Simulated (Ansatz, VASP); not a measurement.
Nb2MoN3 in VASP and in Ansatz

```
Nb Mo N
1.0
     5.08213    0.00000    0.00000
    -2.54107    4.40126    0.00000
     0.00000    0.00000    2.86361
Nb Mo N
2 1 3
Direct
  0.33333 0.66667 0.00000
  0.66667 0.33333 0.00000
  0.00000 0.00000 0.00000
  0.33231 0.00000 0.50000
  0.66769 0.66769 0.50000
  0.00000 0.33231 0.50000
```

Alike in both runs: functional PBE; k mesh 6 × 6 × 12; occupations gaussian, width 0.1 eV; no spin polarisation.

Ansatz relaxed the structure, and its values are those at the end. VASP's run is a single point on that final structure, the one shown.

|  | VASP | Ansatz |
| --- | --- | --- |
| version | VASP 6.6.1 | Ansatz 0.2.0 |
| potentials or method | VASP PAW PBE potentials, release 64 (Nb_sv, Mo_sv, N), cutoff 600 eV | scalar-relativistic, plane waves, PAW |
| valence electrons in the cell | 55 | 55 |

```tsv
	VASP	Ansatz	Ansatz less VASP
gap on the k mesh at the Fermi level (eV)	none	none	-
pressure (GPa)	-0.4	0.0	+0.35
rms of the force components (eV/Å)	0.012	0.000	-0.0120
```

A gap of «none» marks a metal or a gap that the smearing closes. The functional is the same, so the differences come from potentials, cutoffs and numerics.
